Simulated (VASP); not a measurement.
SnO, 8 atoms in the cell. The cell holds a slab with vacuum, 8 atoms: a = 3.820 Å, b = 3.820 Å, c = 22.226 Å, α = 90.00°, β = 90.00°, γ = 90.00°.  This cell differs from its parent crystal: layers slid over each other.

| Quantity | Value |
| --- | --- |
| Program | VASP 6.6.1 |
| Task | single point |
| Functional | PBE |
| Dispersion | D3(BJ) |
| Potentials or basis | VASP PAW PBE potentials, release 64 (Sn_d, O) |
| Cutoff | 520 eV |
| k mesh | 7 × 7 × 1 |
| Occupations | gaussian, width 0.05 eV |
| Spin | no spin polarisation |
| Dipole correction | yes |
| Further INCAR settings | ALGO = Normal; EDIFF = 1e-06; NBANDS = 50 |

Potentials or basis: VASP PAW PBE potentials, release 64 (Sn_d, O).

Launch:

```console
$ cat potpaw_PBE.64/Sn_d/POTCAR potpaw_PBE.64/O/POTCAR > POTCAR
$ mpirun -np 1 vasp_std > vasp.out
```

Hardware: 1 thread of Intel(R) Xeon(R) 6975P-C (Granite Rapids), on a shared host.

How long does it take, and how much memory?

It took 4.1 min on 1 thread of Intel(R) Xeon(R) 6975P-C (Granite Rapids), on a shared host, peak memory 0.52 GiB. Counts: scf iterations 23, k points 25.
